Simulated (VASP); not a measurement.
A run of VASP 6.6.1:

Contents of INCAR:

```
SYSTEM = Cu
PREC = Accurate ; ENCUT = 600
EDIFF = 1E-7 ; ISMEAR = -1
SIGMA = 0.05 ; LREAL = .FALSE.
LASPH = .TRUE. ; NELM = 60
ALGO = Normal ; ISIF = 3
LWAVE = .FALSE. ; LCHARG = .FALSE.
GGA = PS ; IBRION = 2
NSW = 80 ; EDIFFG = -0.02
PSTRESS = 100.0
```

The input KPOINTS:

```
Automatic mesh
0
G
  11 11 11
  0 0 0
```

POSCAR

```
Cu
1.0
    1.2184636900     -3.9763780104      0.0000000000
    1.2184636900      3.9763780104      0.0000000000
    0.0000000000      0.0000000000      2.4754955235
Cu
2
Direct
    0.8661333500      0.1338666500      0.7500000000
    0.1338666500      0.8661333500      0.2500000000
```

Potentials or basis: VASP PAW PBE potentials, release 64 (Cu).

The run is started by

```sh
$ cat potpaw_PBE.64/Cu/POTCAR > POTCAR
$ mpirun -np 1 vasp_std > vasp.out
```

Hardware: 1 thread of Intel(R) Xeon(R) 6975P-C (Granite Rapids) (shared host).

Question: Estimate the wall time of this run.

Answer: Run time: 2.6 min on 1 thread of Intel(R) Xeon(R) 6975P-C (Granite Rapids), on a shared host, peak memory 0.24 GiB. Counts: scf iterations 50, k points 216, ion steps 6.
